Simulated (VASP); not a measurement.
# Cu (Fm-3m) in VASP: notebook, part 2 of 2

VASP 6.6.1. Earlier steps stand in the parts before.

### Step 5. Relaxation of cell and atoms, r2SCAN, target pressure 20 GPa, at which the enthalpy is minimised

The input, POSCAR:

```
Cu
1.0
    0.0000000000      1.8100000000      1.8100000000
    1.8100000000      0.0000000000      1.8100000000
    1.8100000000      1.8100000000      0.0000000000
Cu
1
Direct
    0.0000000000      0.0000000000      0.0000000000
```

The input, INCAR.step1:

```
SYSTEM = Cu
PREC = Accurate
ENCUT = 660
ISMEAR = -1
SIGMA = 0.1
LREAL = .False.
LASPH = .True.
NELM = 120
GGA = PE
ALGO = Normal
EDIFF = 1E-5
LWAVE = .True.
LCHARG = .False.
GGA_COMPAT = .False.
IBRION = 2
ISIF = 3
EDIFFG = -0.005
NELMIN = 4
NSW = 100
```

The input, INCAR.step2:

```
SYSTEM = Cu
PREC = Accurate
ENCUT = 660
EDIFF = 1E-7
ISMEAR = -1
SIGMA = 0.1
LREAL = .False.
LASPH = .True.
NELM = 120
ALGO = Normal
ISIF = 3
LWAVE = .False.
LCHARG = .False.
METAGGA = R2SCAN
LMIXTAU = .True.
IBRION = 2
NSW = 80
EDIFFG = -0.03
PSTRESS = 200.0
ISTART = 1
GGA_COMPAT = .False.
NELMIN = 4
```

The input, KPOINTS:

```
Automatic mesh
0
Gamma
  12 12 12
  0 0 0
```

Potentials or basis: VASP PAW PBE potentials, release 64 (Cu).

Launch:

```
> cat potpaw_PBE.64/Cu/POTCAR > POTCAR
> cp INCAR.step1 INCAR
> mpirun -np 1 vasp_std > vasp.out
> cp INCAR.step2 INCAR
> mpirun -np 1 vasp_std > vasp.out
```

OUTCAR:

```text
SYSTEM = Cu
   PREC = Accurate
   ENCUT = 660
   EDIFF = 1E-7
   ISMEAR = -1
   LREAL = .False.
   LASPH = .True.
   NELM = 120
   ISIF = 3
   METAGGA = R2SCAN
   IBRION = 2
   NSW = 80
   EDIFFG = -0.03
   PSTRESS = 200.0
   ISTART = 1
   NELMIN = 4

 ion  position               nearest neighbor table
   1  0.000  0.000  0.000-

  LATTYP: Found a face centered cubic cell.
 ALAT       =     3.6200000000

  Lattice vectors:

 A1 = (   0.0000000000,   1.8100000000,   1.8100000000)
 A2 = (   1.8100000000,   0.0000000000,   1.8100000000)
 A3 = (   1.8100000000,   1.8100000000,   0.0000000000)

Analysis of symmetry for initial positions (statically):
=====================================================================
 Subroutine PRICEL returns:
 Original cell was already a primitive cell.

 Routine SETGRP: Setting up the symmetry group for a
 face centered cubic supercell.

 Subroutine GETGRP returns: Found 48 space group operations
 (whereof 48 operations were pure point group operations)
 out of a pool of 48 trial point group operations.

The static configuration has the point symmetry O_h .

Analysis of symmetry for dynamics (positions and initial velocities):
=====================================================================
[... 163 lines left out ...]
  --------------------------------------------------------------------------------------
  -------------------------------------------------------------------------------------
  Total       -0.3711284     -0.3711284     -0.3711284      0.0000000      0.0000000     -0.0000000
  in kB      -50.1382400    -50.1382400    -50.1382400      0.0000000      0.0000000     -0.0000000
  external PRESSURE =    -250.1382400 kB  Pullay stress =     200.0000000 kB
[... 24 lines left out ...]
--------------------------------------- Ionic step        2  -------------------------------------------

 number of electron      10.9999997 magnetization

 E-fermi :  11.4373     XC(G=0): -15.7104

 val. band max:       11.2563077634   @ k =  -0.2500   0.2500   0.0833
 cond. band min:      11.4744816708   @ k =   0.5000   0.3333   0.1667
 fundamental gap:      0.2181739074
 Fermi energy:        11.4372992982

 k-point     1 :       0.0000    0.0000    0.0000
  band No.  band energies     occupation
      1      -0.7159      2.00000
      2       7.1714      2.00000
      3       7.1714      2.00000
      4       7.1714      2.00000
      5       8.4359      2.00000
      6       8.4359      2.00000
      7      36.9466      0.00000
      8      42.3066      0.00000
      9      42.3066      0.00000
[... 349 lines left out ...]
--------------------------------------- Ionic step        4  -------------------------------------------

 number of electron      10.9999999 magnetization

 Free energy of the ion-electron system (eV)
  ---------------------------------------------------
  ext. energy  EPLUGINS =         0.00000000
  ---------------------------------------------------
  free energy    TOTEN  =       -10.77035199 eV

  energy without entropy =      -10.76041525  energy(sigma->0) =      -10.76538362

 E-fermi :   9.0098     XC(G=0): -14.6069

 val. band max:        8.8291761788   @ k =   0.4167   0.4167   0.0000
 cond. band min:       9.0203688440   @ k =   0.5000   0.3333   0.1667
 fundamental gap:      0.1911926651
 Fermi energy:         9.0098421191

 k-point     1 :       0.0000    0.0000    0.0000
  band No.  band energies     occupation
      1      -1.6625      2.00000
      2       5.4703      2.00000
      3       5.4703      2.00000
      4       5.4703      2.00000
      5       6.4642      2.00000
      6       6.4642      2.00000
      7      33.4419      0.00000
      8      37.4971      0.00000
      9      37.4971      0.00000
[... 308 lines left out ...]
  energy  without entropy=      -10.7604152543  energy(sigma->0) =      -10.76538362

  enthalpy is  TOTEN    =        -9.4688998860 eV   P V=        1.3014521060

 reached required accuracy - stopping structural energy minimisation
```

OUTCAR.step1:

```text
SYSTEM = Cu
   PREC = Accurate
   ENCUT = 660
   ISMEAR = -1
   LREAL = .False.
   LASPH = .True.
   NELM = 120
   GGA = PE
[... 574 lines left out ...]
  -------------------------------------------------------------------------------------
  Total       -0.0016691     -0.0016691     -0.0016691      0.0000000     -0.0000000      0.0000000
  in kB       -0.2226644     -0.2226644     -0.2226644      0.0000000     -0.0000000      0.0000000
  external PRESSURE =      -0.2226644 kB  Pullay stress =       0.0000000 kB
[... 16 lines left out ...]
  FREE ENERGIE OF THE ION-ELECTRON SYSTEM (eV)
  ---------------------------------------------------
  free  energy   TOTEN  =        -3.7296647214 eV

  energy  without entropy=       -3.7174338631  energy(sigma->0) =       -3.72354929

 reached required accuracy - stopping structural energy minimisation
```

OSZICAR.step1:

```text
N       E                     dE             d eps       ncg     rms          rms(c)
DAV:   1     0.416137375941E+02    0.41614E+02   -0.66424E+03  1312   0.248E+03
DAV:   2    -0.414053481085E+01   -0.45754E+02   -0.43570E+02  1298   0.215E+02
DAV:   3    -0.462882996058E+01   -0.48830E+00   -0.48717E+00  1539   0.313E+01
DAV:   4    -0.463258204084E+01   -0.37521E-02   -0.37516E-02  1576   0.260E+00
[... 15 lines left out ...]
DAV:   1    -0.373008256509E+01   -0.41562E-03   -0.81643E-03  1360   0.236E+00    0.170E-01
DAV:   2    -0.372981975683E+01    0.26281E-03   -0.66215E-03  1362   0.187E+00    0.728E-02
DAV:   3    -0.372967591742E+01    0.14384E-03   -0.11267E-03  1328   0.793E-01    0.241E-02
DAV:   4    -0.372966455173E+01    0.11366E-04   -0.14769E-05   799   0.514E-02    0.101E-03
DAV:   5    -0.372966472144E+01   -0.16972E-06   -0.62167E-07   670   0.138E-02
   3 F= -.37296647E+01 E0= -.37235493E+01  d E =-.717359E-03
```

It took 71 s on 1 thread of Intel Xeon 6975P-C (Granite Rapids), shared host; peak memory 0.16 GiB.

Results:

| Property | Result |
| --- | --- |
| Free energy | -10.7704 eV |
| Relaxed volume | 10.43 Å³/atom |
| Relaxed cell | a = 2.452 Å, b = 2.452 Å, c = 2.452 Å, α = 60.00°, β = 60.00°, γ = 60.00° |
| Space group after relaxing (to 0.1 Å) | Fm-3m (No. 225) |
| Energy change on relaxing (the run minimises the enthalpy) | +53.2 meV/atom |
| Ionic steps | 4 |
| Pressure after relaxing | 19.7 GPa |
| Band gap on the k mesh | zero (an odd number of electrons rules out a gap without spin polarisation) |

Step by step:
```tsv
step	energy change (eV)	largest force (eV/Å)	pressure (GPa)	volume (Å³)
1	0.0000	0.0000	-5.01	11.86
2	0.4529	0.0000	74.60	8.96
3	0.0484	0.0000	18.81	10.47
4	0.0532	0.0000	19.73	10.43
```

Final structure:
```
CELL_PARAMETERS angstrom
0.00000 1.73391 1.73391
1.73391 0.00000 1.73391
1.73391 1.73391 0.00000
ATOMIC_POSITIONS crystal
Cu 0.00000 0.00000 0.00000
```

Levels at points of the mesh, in eV from the Fermi level:
| k point | band 3 | band 4 | band 5 | band 6 | band 7 | band 8 | band 9 |
| --- | --- | --- | --- | --- | --- | --- | --- |
| (0.00, 0.00, 0.00) | -3.54 | -3.54 | -2.55 | -2.55 | 24.43 | 28.49 | 28.49 |
| (0.50, 0.00, 0.00) | -3.60 | -1.84 | -1.84 | -1.41 | 4.69 | 22.87 | 25.25 |
| (0.50, 0.50, 0.00) | -1.87 | -1.65 | -1.65 | 1.53 | 8.38 | 14.84 | 14.84 |

Caveat: the cell is relaxed towards a set pressure, so the run minimises the enthalpy, not the energy; the PAW data sets were made with another functional, which shifts forces and pressure a little.

### Step 6. Single point, r2SCAN

This run uses another cell than the first one, of 10.39 Å³/atom.

The input, POSCAR:

```
Cu
1.0
    0.0000000000      1.7319148321      1.7319148321
    1.7319148321      0.0000000000      1.7319148321
    1.7319148321      1.7319148321      0.0000000000
Cu
1
Direct
    0.0000000000      0.0000000000      0.0000000000
```

The input, INCAR.step1:

```
  PREC = Accurate
  ENCUT = 660
  ISMEAR = -1
  SIGMA = 0.1
  LREAL = F
  LASPH = T
  NELM = 120
  NBANDS = 12
  GGA = PE
  ALGO = Normal
  EDIFF = 1E-5
  LWAVE = T
  LCHARG = F
  GGA_COMPAT = F
```

The input, INCAR.step2:

```
  PREC = Accurate
  ENCUT = 660
  EDIFF = 1E-6
  ISMEAR = -1
  SIGMA = 0.1
  LREAL = F
  LASPH = T
  NELM = 120
  ALGO = Normal
  ISIF = 2
  LWAVE = F
  LCHARG = T
  METAGGA = R2SCAN
  LMIXTAU = T
  LELF = T
  LVHAR = T
  NBANDS = 12
  ISTART = 1
  GGA_COMPAT = F
```

The input, KPOINTS:

```
regular mesh
0
Gamma
  12 12 12
```

Potentials or basis: VASP PAW PBE potentials, release 64 (Cu).

Launch:

```
> cat potpaw_PBE.64/Cu/POTCAR > POTCAR
> cp INCAR.step1 INCAR
> mpirun -np 1 vasp_std > vasp.out
> cp INCAR.step2 INCAR
> mpirun -np 1 vasp_std > vasp.out
```

Run time: 20 s. Hardware: 1 thread of Intel Xeon 6975P-C (Granite Rapids), shared host; peak memory 0.15 GiB.

It converged, with:

| Quantity | Value |
| --- | --- |
| Free energy | -10.7640 eV |
| Pressure | 20.6 GPa |
| Band gap on the k mesh | zero (an odd number of electrons rules out a gap without spin polarisation) |

Levels at points of the mesh, in eV from the Fermi level:
| k point | band 3 | band 4 | band 5 | band 6 | band 7 | band 8 | band 9 | band 10 |
| --- | --- | --- | --- | --- | --- | --- | --- | --- |
| (0.00, 0.00, 0.00) | -3.55 | -3.55 | -2.55 | -2.55 | 24.46 | 28.54 | 28.54 | 28.54 |
| (0.50, 0.00, 0.00) | -3.61 | -1.84 | -1.84 | -1.43 | 4.71 | 22.89 | 25.31 | 25.31 |
| (0.50, 0.50, 0.00) | -1.88 | -1.66 | -1.66 | 1.52 | 8.41 | 14.86 | 14.86 | 19.56 |

Caveat: the cell stands under pressure; the PAW data sets were made with another functional, which shifts forces and pressure a little.

### Step 7. The runs side by side

| task | cell | gap on the mesh (eV) | pressure (GPa) |
| --- | --- | --- | --- |
| relaxation of cell and atoms | relaxed from a = 2.560 Å, angles 60.0°, 1 atom | none | -0.1 |
| relaxation of cell and atoms | relaxed to 5 GPa from a = 2.560 Å, angles 60.0°, 1 atom | none | 4.8 |
| relaxation of cell and atoms | relaxed to 10 GPa from a = 2.560 Å, angles 60.0°, 1 atom | none | 9.6 |
| relaxation of cell and atoms | relaxed to 20 GPa from a = 2.560 Å, angles 60.0°, 1 atom | none | 19.7 |
| single point | a = 2.449 Å, angles 60.0°, 1 atom | none | 20.6 |

Alike in all rows: level r2SCAN; potentials or basis VASP PAW PBE potentials, release 64 (Cu); no spin polarisation; k mesh 12 × 12 × 12; cutoff (eV) 660; smearing fermi-dirac 0.1 eV.

Caveats: the PAW data sets were made with another functional, which shifts forces and pressure a little; the cell is relaxed towards a set pressure, so the run minimises the enthalpy, not the energy (at least some runs); the cell stands under pressure (at least some runs).

Absolute energies hang on the potentials; compare differences alone.
